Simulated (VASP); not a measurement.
A run of VASP 6.6.1:

File INCAR:

```
SYSTEM = SnO
ALGO = Normal
EDIFF = 1E-7
ENCUT = 520
GGA = PE
ISIF = 2
ISMEAR = 0
LASPH = .TRUE.
LCHARG = .TRUE.
LELF = .TRUE.
LREAL = .FALSE.
LVHAR = .TRUE.
LWAVE = .FALSE.
NBANDS = 28
NELM = 60
PREC = Accurate
SIGMA = 0.01
```

Contents of KPOINTS:

```
k-points
0
G
  10 10 8
  0 0 0
```

The input POSCAR:

```
SnO
1.0
    4.1003585939      0.0000000000      0.0000000000
    0.0000000000      4.1003585939      0.0000000000
    0.0000000000      0.0000000000      4.8594688830
Sn O
2 2
Direct
    0.0000000000      0.5000000000      0.2210532920
    0.5000000000      0.0000000000      0.7789467080
    0.5000000000      0.5000000000      0.0000000000
    0.0000000000      0.0000000000      0.0000000000
```

Potentials or basis: VASP PAW PBE potentials, release 64 (Sn_d, O).

Run with:

```console
$ cat potpaw_PBE.64/Sn_d/POTCAR potpaw_PBE.64/O/POTCAR > POTCAR
$ mpirun -np 1 vasp_std > vasp.out
```

Hardware: 1 thread of Intel(R) Xeon(R) Platinum 8488C (Sapphire Rapids), with other jobs on the host.

Question: Estimate the wall time of this run.

Answer: Run time: 2.1 min on 1 thread of Intel(R) Xeon(R) Platinum 8488C (Sapphire Rapids), with other jobs on the host, peak memory 0.31 GiB. Counts: scf iterations 17, k points 105.
